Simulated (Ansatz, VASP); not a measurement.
**BeS, level by level in two programs**

```
S Be
1.0
     0.00000    2.40872    2.40872
     2.40872    0.00000    2.40872
     2.40872    2.40872    0.00000
S Be
1 1
Direct
  0.75000 0.75000 0.75000
  0.00000 0.00000 0.00000
```

Single points on this cell with VASP 6.6.1 and Ansatz 0.2.0. Each row is one pair of runs. Alike in all rows: spin: off.

```csv
level,k mesh,smearing,"VASP's potentials, cutoff","Ansatz's potentials, cutoff","gap on the k mesh at the Fermi level (eV), VASP","gap on the k mesh at the Fermi level (eV), Ansatz","least direct gap on the mesh (eV), VASP","least direct gap on the mesh (eV), Ansatz","pressure (GPa), VASP","pressure (GPa), Ansatz"
LDA,9 × 9 × 9,"fermi-dirac, width 0.05 eV","VASP PAW LDA potentials, release 64 (S, Be), 520 eV","Ansatz PAW, 420 eV",2.96,2.95,5.53,5.51,-1.3,-1.3
r2SCAN,9 × 9 × 9,"fermi-dirac, width 0.05 eV","VASP PAW PBE potentials, release 64 (S, Be), 520 eV","Ansatz PAW, 500 eV",3.63,3.62,6.24,6.21,3.6,3.3
PBE0,5 × 5 × 5,"gaussian, width 0.1 eV","VASP PAW PBE potentials, release 64 (S, Be), 520 eV","Ansatz PAW, 420 eV",5.07,5.06,7.62,7.60,2.2,2.4
HSE06,6 × 6 × 6,"fermi-dirac, width 0.05 eV","VASP PAW PBE potentials, release 64 (S, Be), 520 eV","Ansatz PAW, 420 eV",4.00,4.01,6.86,6.86,2.1,2.3
PBE0,6 × 6 × 6,"fermi-dirac, width 0.05 eV","VASP PAW PBE potentials, release 64 (S, Be), 520 eV","Ansatz PAW, 420 eV",4.73,?,7.61,?,2.1,?
```

Question: Fill in what Ansatz gave in row 5.

Answer: gap on the k mesh at the Fermi level (eV): 4.72; least direct gap on the mesh (eV): 7.60; pressure (GPa): 2.3.

The k mesh is coarse in some rows, so the values compare programs but aren't converged. Noted on Ansatz's runs: odd divisions of the mesh miss points on the zone boundary, where band edges often lie, so the gap on the mesh can be too wide.
